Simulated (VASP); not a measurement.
Input of a VASP 6.6.1 run:

File INCAR:

```
SYSTEM = GaN
PREC = Accurate
ENCUT = 520
EDIFF = 1E-6
ISMEAR = 0
SIGMA = 0.05
LREAL = .FALSE.
LASPH = .TRUE.
NELM = 60
ALGO = Normal
ISIF = 2
LWAVE = .FALSE.
LCHARG = .TRUE.
GGA = PE
LELF = .TRUE.
LVHAR = .TRUE.
NBANDS = 26
```

Contents of KPOINTS:

```
Automatic mesh
0
G
  12 12 6
  0 0 0
```

Contents of POSCAR:

```
GaN
1.0
    3.2594996520      0.0000000000      0.0000000000
   -1.6297498260      2.8228095022      0.0000000000
    0.0000000000      0.0000000000      5.2951500000
Ga N
2 2
Direct
    0.3333333333      0.6666666667      0.0000000000
    0.6666666667      0.3333333333      0.5000000000
    0.3333333333      0.6666666667      0.3750000000
    0.6666666667      0.3333333333      0.8750000000
```

Potentials or basis: VASP PAW PBE potentials, release 64 (Ga_d, N).

Run with:

```sh
$ cat potpaw_PBE.64/Ga_d/POTCAR potpaw_PBE.64/N/POTCAR > POTCAR
$ mpirun -np 1 vasp_std > vasp.out
```

(1) Estimate the band gap on the k mesh.

(2) What does it give for the pressure?

Answers

(1) 1.47 eV, direct.

(2) -5.4 GPa.

Caveat: the cell differs from its parent crystal (strain +0.025 along x and y, +0.025 along z).
